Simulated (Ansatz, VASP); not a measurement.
Two plane-wave programs on AgCl

INCAR

```
SYSTEM = AgCl
PREC = Accurate
ENCUT = 500
EDIFF = 1E-6
ISMEAR = 0
SIGMA = 0.02
LREAL = .False.
LASPH = .True.
NELM = 120
ALGO = Normal
ISIF = 2
LWAVE = .False.
LCHARG = .False.
GGA = PE
NBANDS = 16
GGA_COMPAT = .False.
```

The input KPOINTS:

```
regular mesh
0
Gamma
  8 8 8
  0 0 0
```

POSCAR

```
AgCl
1.0
    0.0000000000      2.7770031871      2.7770031871
    2.7770031871      0.0000000000      2.7770031871
    2.7770031871      2.7770031871      0.0000000000
Ag Cl
1 1
Direct
    0.0000000000      0.0000000000      0.0000000000
    0.5000000000      0.5000000000      0.5000000000
```

Input for Ansatz:

```yaml
crystal:
  lattice:
    - [0.0, 2.7770031871, 2.7770031871]
    - [2.7770031871, 0.0, 2.7770031871]
    - [2.7770031871, 2.7770031871, 0.0]
  atoms:
    - { symbol: Ag, position: [0.0, 0.0, 0.0] }
    - { symbol: Cl, position: [0.5, 0.5, 0.5] }
basis:
  ecutwfc: 420
kpoints:
  mp_grid: { grid: [8, 8, 8] }
hamiltonian:
  xc: pbe
scf:
  occupations: { method: gaussian, width: 0.02 }
output:
  forces: true
  stress: true
  eigenvalues: true
```

Alike in both runs: task single point; functional PBE; k mesh 8 × 8 × 8; occupations gaussian, width 0.02 eV; no spin polarisation.

```csv
,VASP,Ansatz
version,VASP 6.6.1,Ansatz 0.2.0
potentials or method,"VASP PAW PBE potentials, release 64 (Ag, Cl), cutoff 500 eV","scalar-relativistic, plane waves, PAW"
valence electrons in the cell,18,26
```

```tsv
	VASP	Ansatz	Ansatz less VASP
gap on the k mesh at the Fermi level (eV)	0.91	0.91	+0.003
least direct gap on the mesh (eV)	3.17	3.17	+0.002
pressure (GPa)	1.3	1.4	+0.14
```

VASP's potentials hold 18 valence electrons a cell and Ansatz's 26, so a difference there can come from the potentials and not from the codes.
